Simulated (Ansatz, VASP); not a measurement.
TlBr: VASP beside Ansatz

File POSCAR:

```
TlBr
1.0
    4.0350941169      0.0000000000      0.0000000000
    0.0000000000      4.0350941169      0.0000000000
    0.0000000000      0.0000000000      4.0350941169
Tl Br
1 1
Direct
    0.0000000000      0.0000000000      0.0000000000
    0.5000000000      0.5000000000      0.5000000000
```

The input INCAR.step1:

```
SYSTEM = TlBr
PREC     = Accurate       ! precision mode
ENCUT    = 550            ! plane-wave cutoff, eV
ISMEAR   = 0              ! smearing method
SIGMA    = 0.05           ! smearing width, eV
LREAL    = .FALSE.        ! projectors in reciprocal space
LASPH    = .TRUE.         ! aspherical terms in the spheres
NELM     = 200            ! most SCF steps
LNONCOLLINEAR= .TRUE.         ! non-collinear magnetism
MAGMOM   = 0 0 0 0 0 0    ! initial moments
LSORBIT  = .TRUE.         ! spin-orbit coupling
GGA_COMPAT= .FALSE.      
NBANDS   = 32             ! bands
GGA      = PE             ! functional
ALGO     = Normal         ! electronic algorithm
EDIFF    = 1E-5           ! SCF threshold, eV
LWAVE    = .TRUE.         ! write WAVECAR
LCHARG   = .FALSE.        ! write CHGCAR
```

INCAR.step2

```
SYSTEM = TlBr
PREC     = Accurate       ! precision mode
ENCUT    = 550            ! plane-wave cutoff, eV
EDIFF    = 1E-6           ! SCF threshold, eV
ISMEAR   = 0              ! smearing method
SIGMA    = 0.05           ! smearing width, eV
LREAL    = .FALSE.        ! projectors in reciprocal space
LASPH    = .TRUE.         ! aspherical terms in the spheres
NELM     = 200            ! most SCF steps
ALGO     = Normal         ! electronic algorithm
ISIF     = 2              ! what is computed and relaxed
LWAVE    = .FALSE.        ! write WAVECAR
LCHARG   = .FALSE.        ! write CHGCAR
LNONCOLLINEAR= .TRUE.         ! non-collinear magnetism
MAGMOM   = 0 0 0 0 0 0    ! initial moments
LORBIT   = 11             ! projections on sites
LSORBIT  = .TRUE.         ! spin-orbit coupling
GGA_COMPAT= .FALSE.      
LORBMOM  = .TRUE.       
METAGGA  = R2SCAN         ! meta-GGA
LMIXTAU  = .TRUE.       
NBANDS   = 32             ! bands
ISTART   = 1
```

The input KPOINTS:

```
regular mesh
0
G
  6 6 6
  0 0 0
```

Input for Ansatz:

```yaml
crystal:
  lattice:
    - [4.0350941169, 0.0, 0.0]
    - [0.0, 4.0350941169, 0.0]
    - [0.0, 0.0, 4.0350941169]
  atoms:
    - { symbol: Tl, position: [0.0, 0.0, 0.0] }
    - { symbol: Br, position: [0.5, 0.5, 0.5] }
basis:
  ecutwfc: 500
  ecutrho_ratio: 4
kpoints:
  mp_grid: { grid: [6, 6, 6] }
hamiltonian:
  xc: r2scan
scf:
  occupations: { method: gaussian, width: 0.05 }
output:
  forces: true
  stress: true
  eigenvalues: true
  populations: true
  topological_invariants: true
magnetization:
  noncollinear: true
  spin_orbit: true
```

Alike in both runs: task single point; functional r2SCAN; k mesh 6 × 6 × 6; occupations gaussian, width 0.05 eV; non-collinear spin, spin-orbit coupling.

```csv
,VASP,Ansatz
version,VASP 6.6.1,Ansatz 0.2.0
potentials or method,"VASP PAW PBE potentials, release 64 (Tl_d, Br), cutoff 550 eV","plane waves, PAW"
valence electrons in the cell,20,20
```

```csv
,VASP,Ansatz,Ansatz less VASP
pressure (GPa),-0.8,-0.8,-0.02
```

VASP's potentials were made for PBE, not for r2SCAN.
